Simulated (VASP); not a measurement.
# BN (P6_3/mmc) in VASP: notebook

The runs below take BN through single point, with PBE.

Everything below comes from runs of VASP 6.6.1. Logs are shortened: lines on timing, memory, paths and dates and some standing lists are left out, and cuts for length are marked.

### 1 The cell of the first run

The structure is hexagonal, space group P6_3/mmc (No. 194). Conventional cell: a = 2.511 Å, b = 2.511 Å, c = 8.057 Å, α = 90.00°, β = 90.00°, γ = 120.00°. Within 1.9 Å of B (site symmetry -6m2) lie 3 N at 1.45 Å. N (site symmetry -6m2) has 3 B at 1.45 Å within 1.9 Å.

### 2 Single point, PBE (11.00 Å³/atom)

Input file INCAR:

```
ALGO = Normal
EDIFF = 1E-7
ENCUT = 520
GGA = PE
ISIF = 2
ISMEAR = 0
LASPH = T
LCHARG = F
LREAL = F
LWAVE = F
NBANDS = 16
NELM = 100
PREC = Accurate
SIGMA = 0.05
```

Input file KPOINTS:

```
k-points
0
Gamma
  16 16 4
```

Input file POSCAR:

```
BN
1.0
    2.5113219899      0.0000000000      0.0000000000
   -1.2556609949      2.1748686403      0.0000000000
    0.0000000000      0.0000000000      8.0570319031
B N
2 2
Direct
    0.3333333333      0.6666666667      0.2500000000
    0.6666666667      0.3333333333      0.7500000000
    0.3333333333      0.6666666667      0.7500000000
    0.6666666667      0.3333333333      0.2500000000
```

Potentials or basis: VASP PAW PBE potentials, release 64 (B, N).

Run with:

```bash
$ cat potpaw_PBE.64/B/POTCAR potpaw_PBE.64/N/POTCAR > POTCAR
$ mpirun -np 1 vasp_std > vasp.out
```

OUTCAR:

```text
EDIFF = 1E-7
   ENCUT = 520
   GGA = PE
   ISIF = 2
   ISMEAR = 0
   LASPH = T
   LREAL = F
   NELM = 100
   PREC = Accurate

 ion  position               nearest neighbor table
   1  0.333  0.667  0.250-   4 1.45   4 1.45   4 1.45
   2  0.667  0.333  0.750-   3 1.45   3 1.45   3 1.45
   3  0.333  0.667  0.750-   2 1.45   2 1.45   2 1.45
   4  0.667  0.333  0.250-   1 1.45   1 1.45   1 1.45

  LATTYP: Found a hexagonal cell.
 ALAT       =     2.5113219899
 C/A-ratio  =     3.2082831017

  Lattice vectors:

 A1 = (   2.5113219899,   0.0000000000,   0.0000000000)
 A2 = (  -1.2556609949,   2.1748686403,   0.0000000000)
 A3 = (   0.0000000000,   0.0000000000,   8.0570319031)

Analysis of symmetry for initial positions (statically):
=====================================================================
 Subroutine PRICEL returns:
 Original cell was already a primitive cell.

 Routine SETGRP: Setting up the symmetry group for a
 hexagonal supercell.

 Subroutine GETGRP returns: Found 24 space group operations
 (whereof 12 operations were pure point group operations)
 out of a pool of 24 trial point group operations.

The static configuration has the point symmetry D_3d.
 The point group associated with its full space group is D_6h.

Analysis of symmetry for dynamics (positions and initial velocities):
=====================================================================
 Subroutine PRICEL returns:
 Original cell was already a primitive cell.

 Routine SETGRP: Setting up the symmetry group for a
 hexagonal supercell.

 Subroutine GETGRP returns: Found 24 space group operations
 (whereof 12 operations were pure point group operations)
 out of a pool of 24 trial point group operations.

The dynamic configuration has the point symmetry D_3d.
 The point group associated with its full space group is D_6h.

 Subroutine INISYM returns: Found 24 space group operations
 (whereof 12 operations are pure point group operations),
 and found     1 'primitive' translations

----------------------------------------------------------------------------------------

                                     Primitive cell

  volume of cell :      44.0059

  direct lattice vectors                    reciprocal lattice vectors
     2.511321990  0.000000000  0.000000000     0.398196649  0.229898942  0.000000000
    -1.255660995  2.174868640  0.000000000     0.000000000  0.459797885  0.000000000
     0.000000000  0.000000000  8.057031903     0.000000000  0.000000000  0.124115184

  length of vectors
     2.511321990  2.511321990  8.057031903     0.459797885  0.459797885  0.124115184

  position of ions in fractional coordinates (direct lattice)
     0.333333333  0.666666667  0.250000000
     0.666666667  0.333333333  0.750000000
     0.333333333  0.666666667  0.750000000
     0.666666667  0.333333333  0.250000000

  ion indices of the primitive-cell ions
   primitive index   ion index
                 1           1
                 2           2
                 3           3
                 4           4

----------------------------------------------------------------------------------------

 KPOINTS: k-points

Automatic generation of k-mesh.
 Grid dimensions read from file:
 generate k-points for:   16   16    4

 Generating k-lattice:

  Cartesian coordinates                     Fractional coordinates (reciprocal lattice)
     0.024887291  0.014368684  0.000000000     0.062500000  0.000000000  0.000000000
     0.000000000  0.028737368  0.000000000     0.000000000  0.062500000  0.000000000
     0.000000000  0.000000000  0.031028796     0.000000000  0.000000000  0.250000000

  Length of vectors
     0.028737368  0.028737368  0.031028796

  Shift w.r.t. Gamma in fractional coordinates (k-lattice)
     0.000000000  0.000000000  0.000000000

 Subroutine IBZKPT returns following result:
 ===========================================

 Found     90 irreducible k-points:

 Following reciprocal coordinates:
            Coordinates               Weight
  0.000000  0.000000  0.000000      1.000000
  0.062500 -0.000000  0.000000      6.000000
  0.125000 -0.000000  0.000000      6.000000
  0.187500  0.000000  0.000000      6.000000
  0.250000 -0.000000  0.000000      6.000000
  0.312500 -0.000000  0.000000      6.000000
[... 16 lines left out ...]
  0.187500  0.187500  0.000000      6.000000
  0.250000  0.187500  0.000000     12.000000
 [... further k-points ...]
   k-points           NKPTS =     90   k-points in BZ     NKDIM =     90   number of bands    NBANDS=     16
   number of dos      NEDOS =    301   number of ions     NIONS =      4
   total plane-waves  NPLWV =  24000
   dimension x,y,z NGX =    20 NGY =   20 NGZ =   60
   dimension x,y,z NGXF=    40 NGYF=   40 NGZF=  120
   ions per type =               2   2
   NGX,Y,Z   is equivalent  to a cutoff of  13.24, 13.24, 12.38 a.u.
   NGXF,Y,Z  is equivalent  to a cutoff of  26.48, 26.48, 24.76 a.u.
 SYSTEM =  unknown system
   PREC   = accura    normal or accurate (medium, high low for compatibility)
   ISTART =      0    job   : 0-new  1-cont  2-samecut
   ICHARG =      2    charge: 1-file 2-atom 10-const
   ISPIN  =      1    spin polarized calculation?
   LNONCOLLINEAR =      F non collinear calculations
   LSORBIT =      F    spin-orbit coupling
   LASPH  =      T    aspherical Exc in radial PAW
   ENCUT  =  520.0 eV  38.22 Ry    6.18 a.u.   4.67  4.67 14.98*2*pi/ulx,y,z
   NELM   =    100;   NELMIN=  2; NELMDL= -5     # of ELM steps
   EDIFF  = 0.1E-06   stopping-criterion for ELM
   LREAL  =      F    real-space projection
   EDIFFG = 0.1E-05   stopping-criterion for IOM
   NSW    =      0    number of steps for IOM
   IBRION =     -1    ionic relax: 0-MD 1-quasi-New 2-CG
   NFREE  =      0    steps in history (QN), initial steepest desc. (CG)
   ISIF   =      2    stress and relaxation
   ISYM   =      2    0-nonsym 1-usesym 2-fastsym
   POTIM  = 0.5000    time-step for ionic-motion
   TEBEG  =    0.0;   TEEND  =   0.0 temperature during run
   PSTRESS=    0.0 pullay stress
   NELECT =      16.0000    total number of electrons
   NUPDOWN=      -1.0000    fix difference up-down
   EMIN   =  10.00;   EMAX   =-10.00  energy-range for DOS
   EFERMI =   0.00;   METHOD = LEGACY
   ISMEAR =     0;   SIGMA  =   0.05  broadening in eV -4-tet -1-fermi 0-gaus
   EFERMI_NEDOS =   21; number of points for ismear=-14 and -15
   IALGO  =     38    algorithm
   IMIX   =      4    mixing-type and parameters
     AMIX     =   0.40;   BMIX     =  1.00
     AMIX_MAG =   1.60;   BMIX_MAG =  1.00
  volume/ion in A,a.u.               =      11.00        74.24
  Fermi-wavevector in a.u.,A,eV,Ry     =   1.168453  2.208056 18.575801  1.365283
  Thomas-Fermi vector in A             =   2.304940
   LORBIT       =      0    0 simple, 1 ext, 2 COOP (PROOUT), +10 PAW based schemes
   GGA     = PE    functional components
   LHFCALC =     F    Hartree Fock is set to
   AEXX    =    0.0000 exact exchange contribution
   IVDW    =     0    specifies the selected vdW correction
   LEPSILON=     F    determine dielectric tensor
   LRPA    =     F    only Hartree local field effects (RPA)
 non-spin polarized calculation
 Gauss-broadening in eV      SIGMA  =   0.05
  energy-cutoff  :      520.00
  volume of cell :       44.01
 maximum number of plane-waves:      1206
 NGX is ok and might be reduce to    20
   NGX =  9   NGY =  9   NGZ = 29

 number of electron      15.9999999 magnetization

 Free energy of the ion-electron system (eV)
  ---------------------------------------------------
  ext. energy  EPLUGINS =         0.00000000
  ---------------------------------------------------
  free energy    TOTEN  =       -35.20618581 eV

  energy without entropy =      -35.20618581  energy(sigma->0) =      -35.20618581

 E-fermi :   1.0446     XC(G=0):  -8.7977

 val. band max:        0.8127692545   @ k =   0.3125   0.3125   0.0000
 cond. band min:       5.3084313124   @ k =   0.0000   0.0000   0.0000
 fundamental gap:      4.4956620579
 Fermi energy:         1.0445558522

 k-point     1 :       0.0000    0.0000    0.0000
  band No.  band energies     occupation
      1     -16.8103      2.00000
      2     -16.7535      2.00000
      3      -4.7287      2.00000
      4      -3.9816      2.00000
      5      -0.5147      2.00000
      6      -0.5147      2.00000
[... 8 lines left out ...]
     15      12.3668      0.00000
     16      13.3282      0.00000

 k-point     2 :       0.0625   -0.0000    0.0000
  band No.  band energies     occupation
      1     -16.7352      2.00000
      2     -16.6789      2.00000
      3      -4.6261      2.00000
      4      -3.8839      2.00000
      5      -0.8338      2.00000
      6      -0.8327      2.00000
[... 8 lines left out ...]
     15      12.7012      0.00000
     16      13.0982      0.00000

 k-point     3 :       0.1250   -0.0000    0.0000
  band No.  band energies     occupation
      1     -16.5121      2.00000
      2     -16.4576      2.00000
      3      -4.3208      2.00000
      4      -3.5933      2.00000
      5      -1.6999      2.00000
      6      -1.6949      2.00000
[... 8 lines left out ...]
     15      13.6242      0.00000
     16      13.6460      0.00000

 k-point     4 :       0.1875    0.0000    0.0000
  band No.  band energies     occupation
      1     -16.1484      2.00000
      2     -16.0969      2.00000
      3      -3.8204      2.00000
      4      -3.1190      2.00000
      5      -2.9042      2.00000
      6      -2.8982      2.00000
[... 8 lines left out ...]
     15      13.6792      0.00000
     16      15.0426      0.00000
[... 324 lines left out ...]
 k-point    22 :       0.4375    0.1250    0.0000
  band No.  band energies     occupation
      1     -13.5854      2.00000
      2     -13.5743      2.00000
      3      -7.8448      2.00000
      4      -7.8308      2.00000
      5      -4.1127      2.00000
      6      -4.1029      2.00000
[... 8 lines left out ...]
     15      14.2343      0.00000
     16      16.6029      0.00000

 k-point    23 :       0.1875    0.1875    0.0000
  band No.  band energies     occupation
      1     -14.9438      2.00000
      2     -14.9039      2.00000
      3      -5.3008      2.00000
      4      -5.2940      2.00000
      5      -3.5835      2.00000
      6      -3.5734      2.00000
[... 8 lines left out ...]
     15      13.6713      0.00000
     16      15.5024      0.00000

 k-point    24 :       0.2500    0.1875    0.0000
  band No.  band energies     occupation
      1     -14.3744      2.00000
      2     -14.3415      2.00000
      3      -6.2127      2.00000
      4      -6.2039      2.00000
      5      -4.2400      2.00000
      6      -4.2297      2.00000
[... 8 lines left out ...]
     15      14.6968      0.00000
     16      16.3416      0.00000

 [... further k-points ...]

------------------------ aborting loop because EDIFF is reached ----------------------------------------

  FORCE on cell =-STRESS in cart. coord.  units (eV):
  Direction    XX          YY          ZZ          XY          YZ          ZX
  --------------------------------------------------------------------------------------
  -------------------------------------------------------------------------------------
  Total        0.1184815      0.1184815      0.0047988      0.0000000     -0.0000000      0.0000000
  in kB        4.3137069      4.3137069      0.1747163      0.0000000     -0.0000000      0.0000000
  external PRESSURE =       2.9340434 kB  Pullay stress =       0.0000000 kB

 VOLUME and BASIS-vectors are now :
 -----------------------------------------------------------------------------
  energy-cutoff  :      520.00
  volume of cell :       44.01
      direct lattice vectors                 reciprocal lattice vectors
     2.511321990  0.000000000  0.000000000     0.398196649  0.229898942  0.000000000
    -1.255660995  2.174868640  0.000000000     0.000000000  0.459797885  0.000000000
     0.000000000  0.000000000  8.057031903     0.000000000  0.000000000  0.124115184

 POSITION                                       TOTAL-FORCE (eV/Angst)
 -----------------------------------------------------------------------------------
     -0.00000      1.44991      2.01426         0.000000     -0.000000      0.000000
      1.25566      0.72496      6.04277        -0.000000      0.000000      0.000000
     -0.00000      1.44991      6.04277         0.000000      0.000000      0.000000
      1.25566      0.72496      2.01426        -0.000000      0.000000      0.000000
 -----------------------------------------------------------------------------------
    total drift:                               -0.000000      0.000000      0.000000

  FREE ENERGIE OF THE ION-ELECTRON SYSTEM (eV)
  ---------------------------------------------------
  free  energy   TOTEN  =       -35.2061858052 eV

  energy  without entropy=      -35.2061858052  energy(sigma->0) =      -35.20618581
```

Wall time 72 s (1 thread of Intel Xeon 8259CL, shared host); peak memory 0.19 GiB.

What came out:

| Property | Result |
| --- | --- |
| Free energy | -35.2062 eV |
| Pressure | 0.3 GPa |
| Band gap on the k mesh | 4.50 eV (least direct gap 4.73 eV) |

Stress tensor (GPa, compression positive):
```
0.43 0.00 0.00
0.00 0.43 0.00
0.00 0.00 0.02
```

Caveat: this functional lacks dispersion, which binds the layers, so the pressure and a relaxed spacing across them are unreliable.

### 3 Single point, PBE (11.23 Å³/atom)

This run uses another cell than the first one, of 11.23 Å³/atom.

Input file INCAR:

```
SYSTEM = BN
PREC     = Accurate       ! precision mode
ENCUT    = 520            ! plane-wave cutoff, eV
EDIFF    = 1E-6           ! SCF threshold, eV
ISMEAR   = 0              ! smearing method
SIGMA    = 0.05           ! smearing width, eV
LREAL    = .FALSE.        ! projectors in reciprocal space
LASPH    = .TRUE.         ! aspherical terms in the spheres
NELM     = 100            ! most SCF steps
ALGO     = Normal         ! electronic algorithm
ISIF     = 2              ! what is computed and relaxed
LWAVE    = .FALSE.        ! write WAVECAR
LCHARG   = .TRUE.         ! write CHGCAR
GGA      = PE             ! functional
LELF     = .TRUE.         ! ELF
LVHAR    = .TRUE.       
NBANDS   = 16             ! bands
```

Input file KPOINTS:

```
Automatic mesh
0
G
  16 16 4
  0 0 0
```

Input file POSCAR:

```
BN
1.0
    2.5115211611      0.0000000000      0.0000000000
   -1.2557605805      2.1750411277      0.0000000000
    0.0000000000      0.0000000000      8.2235822693
B N
2 2
Direct
    0.3333333333      0.6666666667      0.2500000000
    0.6666666667      0.3333333333      0.7500000000
    0.3333333333      0.6666666667      0.7500000000
    0.6666666667      0.3333333333      0.2500000000
```

Potentials or basis: VASP PAW PBE potentials, release 64 (B, N).

Run with:

```bash
$ cat potpaw_PBE.64/B/POTCAR potpaw_PBE.64/N/POTCAR > POTCAR
$ mpirun -np 1 vasp_std > vasp.out
```

Run time: 84 s. Hardware: 1 thread of Intel Xeon 8259CL, shared host; peak memory 0.19 GiB.

Results (log left out):

- Free energy: -35.2069 eV
- Pressure: 0.2 GPa
- Band gap on the k mesh: 4.45 eV (least direct gap 4.74 eV)

Stress tensor (GPa, compression positive):
```
 0.35  0.00  0.00
 0.00  0.35  0.00
 0.00  0.00 -0.03
```

Levels at points of the mesh, in eV from the valence-band top:
| k point | band 6 | band 7 | band 8 | band 9 | band 10 | band 11 |
| --- | --- | --- | --- | --- | --- | --- |
| (0.00, 0.00, 0.00) | -1.32 | -1.32 | -1.32 | 4.45 | 7.93 | 10.27 |
| (0.50, 0.00, 0.00) | -4.09 | -1.00 | -0.74 | 4.59 | 5.06 | 9.45 |
| (0.00, 0.00, 0.50) | -1.32 | -1.32 | -1.32 | 5.80 | 5.80 | 11.55 |
| (0.50, 0.00, 0.50) | -4.09 | -0.87 | -0.87 | 4.79 | 4.79 | 9.73 |

Caveat: this functional lacks dispersion, which binds the layers, so the pressure and a relaxed spacing across them are unreliable. A k mesh can miss the band edges.

(Part 1 of 2 ends here.)
